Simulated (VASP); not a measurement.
# SnO (F-43m) in VASP: notebook

Aim: see how the results for SnO move with the level of theory and the settings. Levels: PBEsol, HSE06. Tasks: single point.

Everything below comes from runs of VASP 6.6.1. Logs are shortened: lines on timing, memory, paths and dates and some standing lists are left out, and cuts for length are marked.

## (1) The cell of the first run

Symmetry: F-43m, No. 216, cubic system. Conventional cell: a = 5.416 Å, b = 5.416 Å, c = 5.416 Å, α = 90.00°, β = 90.00°, γ = 90.00°. Sn (site symmetry -43m) has 4 O at 2.35 Å within 3.1 Å. Within 3.1 Å of O (site symmetry -43m) lie 4 Sn at 2.35 Å.

## (2) Single point, PBEsol

The input, INCAR:

```
SYSTEM = SnO
PREC = Accurate ; ENCUT = 520
EDIFF = 1E-6 ; ISMEAR = -1
SIGMA = 0.02 ; LREAL = .FALSE.
LASPH = .TRUE. ; NELM = 60
ALGO = Normal ; ISIF = 2
LWAVE = .FALSE. ; LCHARG = .FALSE.
GGA = PS ; NBANDS = 17
```

The input, KPOINTS:

```
Automatic mesh
0
G
  6 6 6
  0 0 0
```

The input, POSCAR:

```
SnO
1.0
    0.0000000000      2.7082147176      2.7082147176
    2.7082147176      0.0000000000      2.7082147176
    2.7082147176      2.7082147176      0.0000000000
Sn O
1 1
Direct
    0.0000000000      0.0000000000      0.0000000000
    0.2500000000      0.2500000000      0.2500000000
```

Potentials or basis: VASP PAW PBE potentials, release 64 (Sn_d, O).

Launch:

```console
cat potpaw_PBE.64/Sn_d/POTCAR potpaw_PBE.64/O/POTCAR > POTCAR
mpirun -np 1 vasp_std > vasp.out
```

OUTCAR:

```text
SYSTEM = SnO
   PREC = Accurate
   ENCUT = 520
   EDIFF = 1E-6
   ISMEAR = -1
   LREAL = .FALSE.
   LASPH = .TRUE.
   NELM = 60
   ISIF = 2
   GGA = PS

 ion  position               nearest neighbor table
   1  0.000  0.000  0.000-   2 2.35   2 2.35   2 2.35   2 2.35
   2  0.250  0.250  0.250-   1 2.35   1 2.35   1 2.35   1 2.35

  LATTYP: Found a face centered cubic cell.
 ALAT       =     5.4164294352

  Lattice vectors:

 A1 = (   0.0000000000,   2.7082147176,   2.7082147176)
 A2 = (   2.7082147176,   0.0000000000,   2.7082147176)
 A3 = (   2.7082147176,   2.7082147176,   0.0000000000)

Analysis of symmetry for initial positions (statically):
=====================================================================
 Subroutine PRICEL returns:
 Original cell was already a primitive cell.

 Routine SETGRP: Setting up the symmetry group for a
 face centered cubic supercell.

 Subroutine GETGRP returns: Found 24 space group operations
 (whereof 24 operations were pure point group operations)
 out of a pool of 48 trial point group operations.

The static configuration has the point symmetry T_d .

Analysis of symmetry for dynamics (positions and initial velocities):
=====================================================================
 Subroutine PRICEL returns:
 Original cell was already a primitive cell.

 Routine SETGRP: Setting up the symmetry group for a
 face centered cubic supercell.

 Subroutine GETGRP returns: Found 24 space group operations
 (whereof 24 operations were pure point group operations)
 out of a pool of 48 trial point group operations.

The dynamic configuration has the point symmetry T_d .

 Subroutine INISYM returns: Found 24 space group operations
 (whereof 24 operations are pure point group operations),
 and found     1 'primitive' translations

----------------------------------------------------------------------------------------

                                     Primitive cell

  volume of cell :      39.7264

  direct lattice vectors                    reciprocal lattice vectors
     0.000000000  2.708214718  2.708214718    -0.184623470  0.184623470  0.184623470
     2.708214718  0.000000000  2.708214718     0.184623470 -0.184623470  0.184623470
     2.708214718  2.708214718  0.000000000     0.184623470  0.184623470 -0.184623470

  length of vectors
     3.829993983  3.829993983  3.829993983     0.319777231  0.319777231  0.319777231

  position of ions in fractional coordinates (direct lattice)
     0.000000000  0.000000000  0.000000000
     0.250000000  0.250000000  0.250000000

  ion indices of the primitive-cell ions
   primitive index   ion index
                 1           1
                 2           2

----------------------------------------------------------------------------------------

 KPOINTS: Automatic mesh

Automatic generation of k-mesh.
 Grid dimensions read from file:
 generate k-points for:    6    6    6

 Generating k-lattice:

  Cartesian coordinates                     Fractional coordinates (reciprocal lattice)
    -0.030770578  0.030770578  0.030770578     0.166666667  0.000000000  0.000000000
     0.030770578 -0.030770578  0.030770578     0.000000000  0.166666667  0.000000000
     0.030770578  0.030770578 -0.030770578     0.000000000  0.000000000  0.166666667

  Length of vectors
     0.053296205  0.053296205  0.053296205

  Shift w.r.t. Gamma in fractional coordinates (k-lattice)
     0.000000000  0.000000000  0.000000000

 Subroutine IBZKPT returns following result:
 ===========================================

 Found     16 irreducible k-points:

 Following reciprocal coordinates:
            Coordinates               Weight
  0.000000  0.000000  0.000000      1.000000
  0.166667  0.000000  0.000000      8.000000
  0.333333  0.000000  0.000000      8.000000
  0.500000  0.000000  0.000000      4.000000
  0.166667  0.166667  0.000000      6.000000
  0.333333  0.166667  0.000000     24.000000
[... 8 lines left out ...]
 -0.333333  0.333333  0.166667     24.000000
 -0.333333  0.500000  0.166667     12.000000
   k-points           NKPTS =     16   k-points in BZ     NKDIM =     16   number of bands    NBANDS=     17
   number of dos      NEDOS =    301   number of ions     NIONS =      2
   total plane-waves  NPLWV =  21952
   dimension x,y,z NGX =    28 NGY =   28 NGZ =   28
   dimension x,y,z NGXF=    56 NGYF=   56 NGZF=   56
   ions per type =               1   1
   NGX,Y,Z   is equivalent  to a cutoff of  12.15, 12.15, 12.15 a.u.
   NGXF,Y,Z  is equivalent  to a cutoff of  24.31, 24.31, 24.31 a.u.
 SYSTEM =  SnO
   PREC   = accura    normal or accurate (medium, high low for compatibility)
   ISTART =      0    job   : 0-new  1-cont  2-samecut
   ICHARG =      2    charge: 1-file 2-atom 10-const
   ISPIN  =      1    spin polarized calculation?
   LNONCOLLINEAR =      F non collinear calculations
   LSORBIT =      F    spin-orbit coupling
   LASPH  =      T    aspherical Exc in radial PAW
   ENCUT  =  520.0 eV  38.22 Ry    6.18 a.u.   7.12  7.12  7.12*2*pi/ulx,y,z
   NELM   =     60;   NELMIN=  2; NELMDL= -5     # of ELM steps
   EDIFF  = 0.1E-05   stopping-criterion for ELM
   LREAL  =      F    real-space projection
   EDIFFG = 0.1E-04   stopping-criterion for IOM
   NSW    =      0    number of steps for IOM
   IBRION =     -1    ionic relax: 0-MD 1-quasi-New 2-CG
   NFREE  =      0    steps in history (QN), initial steepest desc. (CG)
   ISIF   =      2    stress and relaxation
   ISYM   =      2    0-nonsym 1-usesym 2-fastsym
   POTIM  = 0.5000    time-step for ionic-motion
   TEBEG  =    0.0;   TEEND  =   0.0 temperature during run
   PSTRESS=    0.0 pullay stress
   NELECT =      20.0000    total number of electrons
   NUPDOWN=      -1.0000    fix difference up-down
   EMIN   =  10.00;   EMAX   =-10.00  energy-range for DOS
   EFERMI =   0.00;   METHOD = LEGACY
   ISMEAR =    -1;   SIGMA  =   0.02  broadening in eV -4-tet -1-fermi 0-gaus
   EFERMI_NEDOS =   21; number of points for ismear=-14 and -15
   IALGO  =     38    algorithm
   IMIX   =      4    mixing-type and parameters
     AMIX     =   0.40;   BMIX     =  1.00
     AMIX_MAG =   1.60;   BMIX_MAG =  1.00
  volume/ion in A,a.u.               =      19.86       134.04
  Fermi-wavevector in a.u.,A,eV,Ry     =   1.302342  2.461070 23.076772  1.696095
  Thomas-Fermi vector in A             =   2.433416
   LORBIT       =      0    0 simple, 1 ext, 2 COOP (PROOUT), +10 PAW based schemes
   GGA     = PS    functional components
   LHFCALC =     F    Hartree Fock is set to
   AEXX    =    0.0000 exact exchange contribution
   IVDW    =     0    specifies the selected vdW correction
   LEPSILON=     F    determine dielectric tensor
   LRPA    =     F    only Hartree local field effects (RPA)
 non-spin polarized calculation
  energy-cutoff  :      520.00
  volume of cell :       39.73
 maximum number of plane-waves:      1090
   NGX = 15   NGY = 15   NGZ = 15

 number of electron      19.9999996 magnetization

 Free energy of the ion-electron system (eV)
  ---------------------------------------------------
  ext. energy  EPLUGINS =         0.00000000
  ---------------------------------------------------
  free energy    TOTEN  =       -11.11201548 eV

  energy without entropy =      -11.11076511  energy(sigma->0) =      -11.11139029

 E-fermi :   5.9838     XC(G=0):  -9.8877

 val. band max:        5.9618478393   @ k =  -0.3333   0.5000   0.1667
 cond. band min:       6.4503462797   @ k =   0.5000   0.3333   0.0000
 fundamental gap:      0.4884984404
 Fermi energy:         5.9838241386

 k-point     1 :       0.0000    0.0000    0.0000
  band No.  band energies     occupation
      1     -15.6733      2.00000
      2     -15.6733      2.00000
      3     -15.6733      2.00000
      4     -15.6238      2.00000
      5     -15.6238      2.00000
      6     -12.9222      2.00000
[... 9 lines left out ...]
     16      17.3397      0.00000
     17      17.3397      0.00000

 k-point     2 :       0.1667    0.0000    0.0000
  band No.  band energies     occupation
      1     -15.7077      2.00000
      2     -15.6657      2.00000
      3     -15.6657      2.00000
      4     -15.6229      2.00000
      5     -15.6229      2.00000
      6     -12.7709      2.00000
[... 9 lines left out ...]
     16      16.5690      0.00000
     17      17.2984      0.00000

 k-point     3 :       0.3333    0.0000    0.0000
  band No.  band energies     occupation
      1     -15.7726      2.00000
      2     -15.6590      2.00000
      3     -15.6590      2.00000
      4     -15.6125      2.00000
      5     -15.6125      2.00000
      6     -12.4513      2.00000
[... 9 lines left out ...]
     16      16.5261      0.00000
     17      18.8192      0.00000

 k-point     4 :       0.5000    0.0000    0.0000
  band No.  band energies     occupation
      1     -15.8035      2.00000
      2     -15.6592      2.00000
      3     -15.6592      2.00000
      4     -15.6036      2.00000
      5     -15.6036      2.00000
      6     -12.2808      2.00000
[... 9 lines left out ...]
     16      16.9078      0.00000
     17      18.3968      0.00000
[... 183 lines left out ...]
      1     -15.8147      2.00000
      2     -15.6488      2.00000
      3     -15.6359      2.00000
      4     -15.6222      2.00000
      5     -15.6081      2.00000
      6     -12.2466      2.00000
[... 9 lines left out ...]
     16      17.9949      0.00000
     17      20.6399      0.00000

 k-point    15 :      -0.3333    0.3333    0.1667
  band No.  band energies     occupation
      1     -15.8273      2.00000
      2     -15.6514      2.00000
      3     -15.6328      2.00000
      4     -15.6186      2.00000
      5     -15.6079      2.00000
      6     -12.1338      2.00000
[... 9 lines left out ...]
     16      18.6524      0.00000
     17      20.4029      0.00000

 k-point    16 :      -0.3333    0.5000    0.1667
  band No.  band energies     occupation
      1     -15.8463      2.00000
      2     -15.6453      2.00000
      3     -15.6328      2.00000
      4     -15.6100      2.00000
      5     -15.6044      2.00000
      6     -12.0879      2.00000
[... 9 lines left out ...]
     16      18.5274      0.00000
     17      20.5597      0.00000

------------------------ aborting loop because EDIFF is reached ----------------------------------------

  FORCE on cell =-STRESS in cart. coord.  units (eV):
  Direction    XX          YY          ZZ          XY          YZ          ZX
  --------------------------------------------------------------------------------------
  -------------------------------------------------------------------------------------
  Total       -0.2735002     -0.2735002     -0.2735002     -0.0000000      0.0000000     -0.0000000
  in kB      -11.0303426    -11.0303426    -11.0303426     -0.0000000      0.0000000     -0.0000000
  external PRESSURE =     -11.0303426 kB  Pullay stress =       0.0000000 kB

 VOLUME and BASIS-vectors are now :
 -----------------------------------------------------------------------------
  energy-cutoff  :      520.00
  volume of cell :       39.73
      direct lattice vectors                 reciprocal lattice vectors
     0.000000000  2.708214718  2.708214718    -0.184623470  0.184623470  0.184623470
     2.708214718  0.000000000  2.708214718     0.184623470 -0.184623470  0.184623470
     2.708214718  2.708214718  0.000000000     0.184623470  0.184623470 -0.184623470

 POSITION                                       TOTAL-FORCE (eV/Angst)
 -----------------------------------------------------------------------------------
      0.00000      0.00000      0.00000         0.000000     -0.000000     -0.000000
      1.35411      1.35411      1.35411        -0.000000      0.000000      0.000000
 -----------------------------------------------------------------------------------
    total drift:                               -0.000000     -0.000000      0.000000

  FREE ENERGIE OF THE ION-ELECTRON SYSTEM (eV)
  ---------------------------------------------------
  free  energy   TOTEN  =       -11.1120154753 eV

  energy  without entropy=      -11.1107651075  energy(sigma->0) =      -11.11139029
```

Run time: 9.6 s. Hardware: 1 thread of Intel Xeon Platinum 8559C (Emerald Rapids), shared host; peak memory 0.15 GiB.

Results:

```
Free energy            : -11.1120 eV
Pressure               : -1.1 GPa
Band gap on the k mesh : zero (band 10 reaches 5.96 eV, above the bottom of band 11 at 5.81 eV)
```

Levels at points of the mesh, in eV from the Fermi level:
| k point | band 7 | band 8 | band 9 | band 10 | band 11 | band 12 | band 13 | band 14 |
| --- | --- | --- | --- | --- | --- | --- | --- | --- |
| (0.00, 0.00, 0.00) | -6.35 | -3.70 | -3.70 | -3.70 | 4.41 | 4.41 | 4.41 | 8.88 |
| (0.50, 0.00, 0.00) | -8.07 | -4.13 | -4.13 | -2.45 | 1.61 | 4.55 | 4.55 | 8.39 |
| (0.50, 0.50, 0.00) | -7.88 | -4.89 | -4.89 | -0.72 | -0.18 | 5.18 | 5.18 | 5.25 |

Caveat: the PAW data sets were made with another functional, which shifts forces and pressure a little; spin-orbit coupling is left out, which moves the levels of the heavy elements.

## (3) Single point, HSE06

POSCAR is that of step 2.

The input, INCAR.step1:

```
SYSTEM = SnO
PREC = Accurate ; ENCUT = 520
EDIFF = 1E-5 ; ISMEAR = -1
SIGMA = 0.02 ; LREAL = .False.
LASPH = .True. ; NELM = 80
ALGO = Normal ; ISIF = 2
LWAVE = .True. ; LCHARG = .False.
GGA = PE ; NBANDS = 17
```

The input, INCAR.step2:

```
SYSTEM = SnO
PREC = Accurate ; ENCUT = 520
EDIFF = 1E-7 ; ISMEAR = -1
SIGMA = 0.02 ; LREAL = .False.
LASPH = .True. ; NELM = 80
ALGO = Normal ; ISIF = 2
LWAVE = .False. ; LCHARG = .False.
GGA = PE ; LHFCALC = .True.
HFSCREEN = 0.2079 ; PRECFOCK = Normal
ISTART = 1 ; NBANDS = 17
```

The input, KPOINTS:

```
Automatic mesh
0
Gamma
  4 4 4
  0 0 0
```

Potentials or basis: VASP PAW PBE potentials, release 64 (Sn_d, O).

Launch:

```console
cat potpaw_PBE.64/Sn_d/POTCAR potpaw_PBE.64/O/POTCAR > POTCAR
cp INCAR.step1 INCAR
mpirun -np 1 vasp_std > vasp.out
cp INCAR.step2 INCAR
mpirun -np 1 vasp_std > vasp.out
```

It took 5.3 min on 1 thread of Intel Xeon Platinum 8559C (Emerald Rapids), shared host; peak memory 0.28 GiB.

Results (log left out):

```
Free energy            : -12.7640 eV
Pressure               : -0.7 GPa
Band gap on the k mesh : zero (band 10 reaches 5.95 eV, above the bottom of band 11 at 5.72 eV)
```

Levels at points of the mesh, in eV from the Fermi level:
| k point | band 8 | band 9 | band 10 | band 11 | band 12 | band 13 |
| --- | --- | --- | --- | --- | --- | --- |
| (0.00, 0.00, 0.00) | -4.55 | -4.55 | -4.55 | 5.22 | 5.22 | 5.22 |
| (0.50, 0.00, 0.00) | -5.00 | -5.00 | -2.65 | 2.03 | 5.34 | 5.34 |
| (0.50, 0.50, 0.00) | -5.79 | -5.79 | -0.48 | -0.22 | 5.98 | 6.07 |

Caveat: the k points lie up to 0.50 Å⁻¹ apart; the PAW data sets were made with another functional, which shifts forces and pressure a little; spin-orbit coupling is left out, which moves the levels of the heavy elements.
